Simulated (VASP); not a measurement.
A run of VASP 6.6.1 is set up as follows.

INCAR

```
ALGO = Fast
EDIFF = 1E-7
ENCUT = 520
GGA = PE
ISIF = 2
ISMEAR = 0
LASPH = True
LCHARG = True
LELF = True
LREAL = False
LVHAR = True
LWAVE = False
NBANDS = 19
NELM = 100
PREC = Accurate
SIGMA = 0.15
```

KPOINTS

```
k-points
0
Gamma
  24 24 14
```

Contents of POSCAR:

```
Ti
1.0
    2.7033814164      0.0000000000      0.0000000000
   -1.3516907082      2.3411969827      0.0000000000
    0.0000000000      0.0000000000      4.4646086540
Ti
2
Direct
    0.3333333333      0.6666666667      0.2500000000
    0.6666666667      0.3333333333      0.7500000000
```

Potentials or basis: VASP PAW PBE potentials, release 64 (Ti_sv).

The run is started by

```bash
$ cat potpaw_PBE.64/Ti_sv/POTCAR > POTCAR
$ mpirun -np 1 vasp_std > vasp.out
```

**Question.** What does it give for the pressure?

**Answer.** 32.1 GPa.

**Question.** Estimate the band gap on the k mesh.

**Answer.** Zero (bands 12 and 13 overlap by 1.26 eV).

Stress tensor (GPa, compression positive):
```
33.76  0.00  0.00
 0.00 33.76  0.00
 0.00  0.00 28.87
```

Caveat: the cell differs from its parent crystal (strain -0.080 along x and y, -0.040 along z); the cell stands under pressure.
